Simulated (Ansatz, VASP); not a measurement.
# One calculation of Os, two programs

File POSCAR:

```
Os
1.0
    0.0000000000      1.9450000000      1.9450000000
    2.0422500000      0.0000000000      1.9450000000
    2.0422500000      1.9450000000      0.0000000000
Os
1
Direct
    0.0000000000      0.0000000000      0.0000000000
```

Contents of INCAR.step1:

```
PREC = Accurate
ENCUT = 520
ISMEAR = 0
SIGMA = 0.15
LREAL = F
LASPH = T
NELM = 100
NBANDS = 10
GGA = PE
ALGO = Normal
EDIFF = 1E-4
LWAVE = T
LCHARG = F
```

File INCAR.step2:

```
PREC = Accurate
ENCUT = 520
EDIFF = 1E-6
ISMEAR = 0
SIGMA = 0.15
LREAL = F
LASPH = T
NELM = 100
ALGO = Normal
ISIF = 2
LWAVE = F
LCHARG = F
METAGGA = R2SCAN
LMIXTAU = T
NBANDS = 10
ISTART = 1
```

KPOINTS

```
regular mesh
0
Gamma
  20 20 20
```

Input for Ansatz:

```yaml
crystal:
  lattice:
    - [0.0, 1.945, 1.945]
    - [2.04225, 0.0, 1.945]
    - [2.04225, 1.945, 0.0]
  atoms:
    - { symbol: Os, position: [0.0, 0.0, 0.0] }
basis:
  ecutwfc: 500
kpoints:
  mp_grid: { grid: [20, 20, 20] }
hamiltonian:
  xc: r2scan
scf:
  occupations: { method: gaussian, width: 0.15 }
output:
  forces: true
  stress: true
  eigenvalues: true
```

Change from the starting cell: strain +0.0500 x Voigt [1, 0, 0, 0, 0, 0], atoms carried along.

Alike in both runs: task single point; functional r2SCAN; k mesh 20 × 20 × 20; occupations gaussian, width 0.15 eV; no spin polarisation.

|  | VASP | Ansatz |
| --- | --- | --- |
| version | VASP 6.6.1 | Ansatz 0.2.0 |
| potentials or method | VASP PAW PBE potentials, release 64 (Os), cutoff 520 eV | scalar-relativistic, plane waves, PAW |
| valence electrons in the cell | 8 | 16 |

|  | VASP | Ansatz | Ansatz less VASP |
| --- | --- | --- | --- |
| gap on the k mesh at the Fermi level (eV) | none | none | - |
| pressure (GPa) | -30.8 | -31.0 | -0.23 |
| traceless stress, the component that is largest in VASP (GPa) | -9.07 | -9.14 | -0.069 |

VASP's potentials were made for PBE, not for r2SCAN. A gap of «none» marks a metal or a gap that the smearing closes. Both programs put the cell under strong tension, so it lies far from rest at this level. VASP's potentials hold 8 valence electrons a cell and Ansatz's 16, so a difference there can come from the potentials and not from the codes.

Spin-orbit coupling is off throughout. Noted on VASP's run: the cell as given lies far from equilibrium.
